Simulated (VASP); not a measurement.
**Se: relaxation of cell and atoms with PBE+D3(BJ)**

Crystal: Se.

```xyz
3
Lattice="4.0681 0.0000 0.0000 -2.0341 3.5231 0.0000 0.0000 0.0000 5.1277" Properties=species:S:1:pos:R:3 pbc="T T T"
Se    1.0062    0.0000    1.7092
Se   -0.5031    0.8714    3.4185
Se    1.5310    2.6517    0.0000
```

```
Program                : VASP 6.6.1
Task                   : relaxation of cell and atoms
Functional             : PBE
Dispersion             : D3(BJ)
Potentials or basis    : VASP PAW PBE potentials, release 64 (Se)
Cutoff                 : 600 eV
k mesh                 : 12 × 12 × 8
Occupations            : gaussian, width 0.02 eV
Spin                   : no spin polarisation
Dipole correction      : no
Further INCAR settings : ALGO = Normal; EDIFF = 1e-06; IBRION = 2; EDIFFG = -0.005; NSW = 100; ISIF = 3
```

| Property | Result |
| --- | --- |
| Relaxed volume | 24.52 Å³/atom |
| Relaxed cell | a = 4.069 Å, b = 4.069 Å, c = 5.131 Å, α = 90.00°, β = 90.00°, γ = 120.00° |
| Space group after relaxing (to 0.05 Å) | P3_121 (No. 152) |
| Energy gained by relaxing | 0.0 meV/atom |
| Ionic steps | 3 |
| Pressure after relaxing | 0.0 GPa |
| Largest force after relaxing | 0.004 eV/Å |
| Band gap on the k mesh | 0.51 eV, indirect (least direct gap 0.53 eV) |
| Dispersion energy per atom | -0.356 eV |

Forces on the atoms (eV/Å):
```
Se   0.004  0.000  0.000
Se  -0.002  0.004  0.000
Se  -0.002 -0.004  0.000
```

Final structure:
```xyz
3
Lattice="4.0691 0.0000 0.0000 -2.0346 3.5240 0.0000 0.0000 0.0000 5.1309" Properties=species:S:1:pos:R:3 pbc="T T T"
Se   -1.0276    3.5240    1.7103
Se   -0.5035    0.8721    3.4206
Se    1.5311    2.6519    0.0000
```

Levels at points of the mesh, in eV from the valence-band top:
| k point | band 6 | band 7 | band 8 | band 9 | band 10 | band 11 | band 12 | band 13 |
| --- | --- | --- | --- | --- | --- | --- | --- | --- |
| (0.00, 0.00, 0.00) | -3.45 | -1.87 | -1.87 | -0.54 | 1.46 | 1.46 | 2.05 | 6.40 |
| (0.50, 0.00, 0.00) | -3.78 | -3.53 | -1.47 | -0.98 | 1.47 | 1.72 | 4.24 | 4.48 |
| (0.00, 0.00, 0.50) | -3.10 | -1.38 | -1.35 | -1.35 | 0.93 | 0.95 | 0.95 | 5.69 |
| (0.50, 0.00, 0.50) | -4.22 | -2.40 | -1.92 | -0.08 | 1.32 | 2.50 | 2.95 | 6.04 |

Wall time 4.9 min on 1 thread of Intel Xeon 8259CL (shared host), peak memory 0.32 GiB.

A k mesh can miss the band edges. PBE gaps usually lie below the measured ones, often by a third to a half.
